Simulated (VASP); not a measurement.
Here is a VASP 6.6.1 calculation.

Contents of POSCAR:

```
Sr
1.0
    4.3100000000      0.0000000000      0.0000000000
   -2.1550000000      3.7325690000      0.0000000000
    0.0000000000      0.0000000000      7.0500000000
Sr
2
Direct
    0.3333333333      0.6666666667      0.2500000000
    0.6666666667      0.3333333333      0.7500000000
```

Contents of INCAR.step1:

```
PREC     = Accurate       # precision mode
ENCUT    = 520            # plane-wave cutoff, eV
ISMEAR   = 1              # smearing method
SIGMA    = 0.1            # smearing width, eV
LREAL    = F              # projectors in reciprocal space
LASPH    = T              # aspherical terms in the spheres
NELM     = 80             # most SCF steps
NBANDS   = 17             # bands
GGA      = PE             # functional
ALGO     = Normal         # electronic algorithm
EDIFF    = 1E-4           # SCF threshold, eV
LWAVE    = T              # write WAVECAR
LCHARG   = F              # write CHGCAR
```

Contents of INCAR.step2:

```
PREC     = Accurate       # precision mode
ENCUT    = 520            # plane-wave cutoff, eV
EDIFF    = 1E-7           # SCF threshold, eV
ISMEAR   = 1              # smearing method
SIGMA    = 0.1            # smearing width, eV
LREAL    = F              # projectors in reciprocal space
LASPH    = T              # aspherical terms in the spheres
NELM     = 80             # most SCF steps
ALGO     = Normal         # electronic algorithm
ISIF     = 2              # what is computed and relaxed
LWAVE    = F              # write WAVECAR
LCHARG   = F              # write CHGCAR
METAGGA  = R2SCAN         # meta-GGA
LMIXTAU  = T            
NBANDS   = 17             # bands
ISTART   = 1
```

KPOINTS

```
regular mesh
0
Gamma
  6 6 3
```

Potentials or basis: VASP PAW PBE potentials, release 64 (Sr_sv).

Run with:

```console
$ cat potpaw_PBE.64/Sr_sv/POTCAR > POTCAR
$ cp INCAR.step1 INCAR
$ mpirun -np 1 vasp_std > vasp.out
$ cp INCAR.step2 INCAR
$ mpirun -np 1 vasp_std > vasp.out
```

Q: Predict the pressure.

A: 0.2 GPa.

Q: Estimate the band gap on the k mesh.

A: Zero (band 10 reaches 1.58 eV, above the bottom of band 11 at 1.34 eV).

Stress tensor (GPa, compression positive):
```
-0.05  0.00  0.00
 0.00 -0.05  0.00
 0.00  0.00  0.71
```

Caveat: the PAW data sets were made with another functional, which shifts forces and pressure a little.
